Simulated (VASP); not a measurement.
AlNi: single point with PBEsol

The system is AlNi.

```xyz
6
Lattice="-2.0213 -2.0213 0.0000 0.0000 0.0000 -2.8694 6.0640 -6.0640 0.0000" Properties=species:S:1:pos:R:3 pbc="T T T"
Al    0.0000   -4.0427    0.0000
Al    2.0213   -6.0640    0.0000
Al   -2.0213   -2.0213    0.0000
Ni    0.0000   -2.0213   -1.4347
Ni    2.0213   -4.0427   -1.4347
Ni    4.0427   -6.0640   -1.4347
```

| Item | Value |
| --- | --- |
| Program | VASP 6.6.1 |
| Task | single point |
| Functional | PBEsol |
| Potentials or basis | VASP PAW PBE potentials, release 64 (Al, Ni) |
| Cutoff | 520 eV |
| k mesh | 20 × 20 × 7 |
| Occupations | gaussian, width 0.15 eV |
| Spin | no spin polarisation |

```yaml
Pressure: 0.2 GPa
Band_gap_on_the_k_mesh: zero (an odd number of electrons rules out a gap without spin polarisation)
```

Stress tensor (GPa, compression positive):
```
 0.25  0.03  0.00
 0.03  0.25  0.00
 0.00  0.00 -0.02
```

Levels at points of the mesh, in eV from the Fermi level:
```
           k point  band 15  band 16  band 17  band 18  band 19  band 20  band 21  band 22  band 23  band 24
(0.00, 0.00, 0.00)    -1.59    -1.58    -1.52    -1.52    -0.13    -0.13     5.49     5.62     5.62     7.91
(0.50, 0.00, 0.00)    -2.19    -2.00    -2.00    -1.49    -0.77    -0.77    -0.65     3.19     3.19     3.72
(0.00, 0.50, 0.00)    -2.17    -1.98    -1.98    -1.49    -0.79    -0.79    -0.68     3.16     3.16     3.68
(0.50, 0.50, 0.00)    -1.04    -1.02    -1.02     0.51     0.51     0.53     0.53     1.48     1.74     1.74
```

Wall time 50 min on 1 thread of Oxide Virtual Turin-like Processor, on a shared host, peak memory 1.1 GiB.

Caveat: the PAW data sets were made with another functional, which shifts forces and pressure a little. Spin polarisation is off, so any magnetic state and its effect on volume and gap are missing.
